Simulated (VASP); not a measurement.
Wanted: the native input for a VASP 6.6.1 run.

| Quantity | Value |
| --- | --- |
| Task | single point |
| Functional | PBE |
| Potentials or basis | VASP PAW PBE potentials, release 64 (Li_sv, Cl) |
| Cutoff | 520 eV |
| k mesh | 8 × 8 × 8 |
| Occupations | fermi-dirac, width 0.02 eV |
| Spin | no spin polarisation |
| Dipole correction | no |
| Further INCAR settings | ALGO = Normal; EDIFF = 1e-07; NBANDS = 12 |

The structure of LiCl lies in POSCAR:

```
LiCl
1.0
    0.0000000000      2.7330425439      2.7330425439
    2.6603436122      0.0000000000      2.7330425439
    2.6603436122      2.7330425439      0.0000000000
Li Cl
1 1
Direct
    0.0000000000      0.0000000000      0.0000000000
    0.2500000000      0.2500000000      0.2500000000
```

This cell differs from its parent crystal: uniaxial x strain -2.7%.

The input as run:

INCAR

```
PREC     = Accurate       # precision mode
ENCUT    = 520            # plane-wave cutoff, eV
EDIFF    = 1E-7           # SCF threshold, eV
ISMEAR   = -1             # smearing method
SIGMA    = 0.02           # smearing width, eV
LREAL    = F              # projectors in reciprocal space
LASPH    = T              # aspherical terms in the spheres
NELM     = 60             # most SCF steps
ALGO     = Normal         # electronic algorithm
ISIF     = 2              # what is computed and relaxed
LWAVE    = F              # write WAVECAR
LCHARG   = F              # write CHGCAR
GGA      = PE             # functional
NBANDS   = 12             # bands
```

KPOINTS

```
regular mesh
0
Gamma
  8 8 8
```

Potentials or basis: VASP PAW PBE potentials, release 64 (Li_sv, Cl).

Run with:

```sh
$ cat potpaw_PBE.64/Li_sv/POTCAR potpaw_PBE.64/Cl/POTCAR > POTCAR
$ mpirun -np 1 vasp_std > vasp.out
```

Results of the run:

```json
{
  "Band gap on the k mesh": "6.12 eV"
}
```

Caveat: the cell differs from its parent crystal (uniaxial x strain -2.7%); the structure was generated, so it needn't be the stable form of LiCl.

Wall time 16 s on 1 thread of Intel(R) Xeon(R) Platinum 8488C (Sapphire Rapids) (shared host), peak memory 0.16 GiB.
